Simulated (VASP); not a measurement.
## Si16H7O: single point with PBEsol

System: Si16H7O, a slab with vacuum.

```
H Si O
1.0
     7.67918    0.00000    0.00000
     3.83959    6.65036    0.00000
     0.00000    0.00000   17.86876
H Si O
7 16 1
Direct
  0.16667 0.16667 0.05596
  0.66667 0.16667 0.05596
  0.16667 0.66667 0.05596
  0.66667 0.66667 0.05596
  0.47374 0.97472 0.43924
  0.99694 0.49569 0.44131
  0.57509 0.58007 0.44401
  0.16667 0.16667 0.13991
  0.66667 0.16667 0.13991
  0.16667 0.66667 0.13991
  0.66667 0.66667 0.13991
  0.83344 0.32818 0.18137
  0.34589 0.33376 0.18386
  0.83468 0.82773 0.18546
  0.31852 0.83920 0.18093
  0.83143 0.34404 0.31321
  0.32402 0.31063 0.31994
  0.80879 0.84908 0.31532
  0.31939 0.81940 0.31091
  0.98451 0.01699 0.35204
  0.49064 0.97232 0.35577
  0.99493 0.50967 0.35225
  0.53158 0.52883 0.36730
  0.45529 0.35763 0.38157
```

| Property | Result |
| --- | --- |
| Program | VASP 6.6.1 |
| Task | single point |
| Functional | PBEsol |
| Potentials or basis | VASP PAW PBE potentials, release 64 (H, Si, O) |
| Cutoff | 520 eV |
| k mesh | 2 × 2 × 1 |
| Occupations | fermi-dirac, width 0.02 eV |
| Spin | collinear spin |
| Starting moments | [0.0, 0.0, 0.0, 0.0, 0.0, 0.0, 0.0, 0.0, 0.0, 0.0, 0.0, 0.0, 0.0, 0.0, 0.0, 0.0, 0.0, 0.0, 0.0, 0.23, 0.0, 0.0, 0.0, 0.0] μB |
| Dipole correction | no |
| Further INCAR settings | ALGO = Normal; EDIFF = 1e-06; NBANDS = 60; NELMDL = -8 |

```
Largest force                                         : 2.033 eV/Å
Band gap on the k mesh                                : 0.63 eV (least direct gap 0.68 eV)
Net moment                                            : 1.00 μB per cell
Site moments                                          : H +0.00, +0.01, -0.00 (each value once); Si -0.00, +0.03, +0.02, +0.00, +0.23 (each value once); O +0.00 μB
Valence electrons inside the program's atomic spheres : H 0.56, 0.52, 0.57 (each value once); Si 1.71, 1.73, 1.70, 1.69, 1.72, 1.76, 1.67, 1.74, 1.65, 1.75 (each value once); O 5.13
```

Forces in eV/Å, atoms in the order of the input:
```
H    0.036 -0.012 -0.108
H    0.001 -0.013 -0.120
H   -0.136  0.004 -0.114
H    0.038  0.040 -0.146
H    0.141 -0.019  0.143
H   -0.005  0.105 -1.079
H   -0.090  0.053 -0.043
Si   0.390  0.560  0.348
Si   0.290 -0.879 -0.031
Si  -0.401 -0.257  0.122
Si  -0.605 -0.039  0.312
Si   0.279  0.602  0.091
Si  -0.990  0.106  0.679
Si  -0.103  0.516 -0.517
Si   1.117 -0.595 -0.032
Si   0.755 -0.264 -1.124
Si  -0.059 -0.464 -0.843
Si   1.339 -0.559 -0.034
Si  -0.603  0.871 -0.554
Si  -0.340 -0.784  0.163
Si  -0.886  0.752  0.077
Si  -0.057  0.311  1.439
Si  -1.218 -1.019  1.269
O    1.105  0.982  0.105
```

Levels at points of the mesh, in eV from the valence-band top:
Spin up:
```
           k point  band 35  band 36  band 37  band 38  band 39  band 40  band 41  band 42  band 43  band 44
(0.00, 0.00, 0.00)    -0.99    -0.75    -0.25    -0.16    -0.08     1.01     1.34     1.59     1.89     2.04
(0.50, 0.00, 0.00)    -1.63    -1.14    -1.02    -0.69    -0.03     1.71     2.05     2.33     2.60     2.96
(0.50, 0.50, 0.00)    -1.29    -1.20    -0.82    -0.29     0.00     1.58     1.69     1.93     2.52     2.75
(0.00, 0.50, 0.00)    -1.54    -1.22    -1.12    -0.74     0.00     1.72     2.05     2.34     2.54     2.85
```
Spin down:
| k point | band 36 | band 37 | band 38 | band 39 | band 40 | band 41 |
| --- | --- | --- | --- | --- | --- | --- |
| (0.00, 0.00, 0.00) | -0.72 | -0.22 | -0.05 | 0.63 | 1.10 | 1.43 |
| (0.50, 0.00, 0.00) | -1.13 | -1.00 | -0.65 | 0.82 | 1.80 | 2.08 |
| (0.50, 0.50, 0.00) | -1.18 | -0.79 | -0.27 | 0.83 | 1.67 | 1.73 |
| (0.00, 0.50, 0.00) | -1.20 | -1.11 | -0.70 | 0.84 | 1.83 | 2.07 |

Run time: 14 min on 1 thread of Intel(R) Xeon(R) 6975P-C (Granite Rapids), on a shared host, peak memory 1.5 GiB.

Caveat: the k points lie up to 0.47 Å⁻¹ apart; the PAW data sets were made with another functional, which shifts forces and pressure a little.
